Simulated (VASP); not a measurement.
Set up this calculation in VASP 6.6.1, as the native input.

| Item | Value |
| --- | --- |
| Task | single point |
| Functional | PBEsol |
| Potentials or basis | VASP PAW PBE potentials, release 64 (Tc_pv) |
| Cutoff | 500 eV |
| k mesh | 10 × 10 × 10 |
| Occupations | fermi-dirac, width 0.05 eV |
| Spin | no spin polarisation |
| Dipole correction | no |
| Further INCAR settings | ALGO = Normal; EDIFF = 1e-06; NBANDS = 12 |

The structure of Tc lies in POSCAR:

```
Tc
1.0
    0.0000000000      1.8825331343      1.8825331343
    1.8825331343      0.0000000000      1.8825331343
    1.8825331343      1.8825331343      0.0000000000
Tc
1
Direct
    0.0000000000      0.0000000000      0.0000000000
```

This isn't the form of Tc at room conditions, which is hcp.

The input as run:

INCAR

```
SYSTEM = Tc
PREC     = Accurate       ! precision mode
ENCUT    = 500            ! plane-wave cutoff, eV
EDIFF    = 1E-6           ! SCF threshold, eV
ISMEAR   = -1             ! smearing method
SIGMA    = 0.05           ! smearing width, eV
LREAL    = .False.        ! projectors in reciprocal space
LASPH    = .True.         ! aspherical terms in the spheres
NELM     = 120            ! most SCF steps
ALGO     = Normal         ! electronic algorithm
ISIF     = 2              ! what is computed and relaxed
LWAVE    = .False.        ! write WAVECAR
LCHARG   = .False.        ! write CHGCAR
GGA      = PS             ! functional
NBANDS   = 12             ! bands
GGA_COMPAT= .False.
```

KPOINTS

```
regular mesh
0
Gamma
  10 10 10
  0 0 0
```

Potentials or basis: VASP PAW PBE potentials, release 64 (Tc_pv).

Run with:

```console
$ cat potpaw_PBE.64/Tc_pv/POTCAR > POTCAR
$ mpirun -np 1 vasp_std > vasp.out
```

Results of the run:

```yaml
Pressure: 19.1 GPa
Band_gap_on_the_k_mesh: zero (an odd number of electrons rules out a gap without spin polarisation)
```

Caveat: the cell stands under pressure; the PAW data sets were made with another functional, which shifts forces and pressure a little.

It took 4.4 s on 1 thread of Intel(R) Xeon(R) Platinum 8488C (Sapphire Rapids) (shared host), peak memory 0.12 GiB.
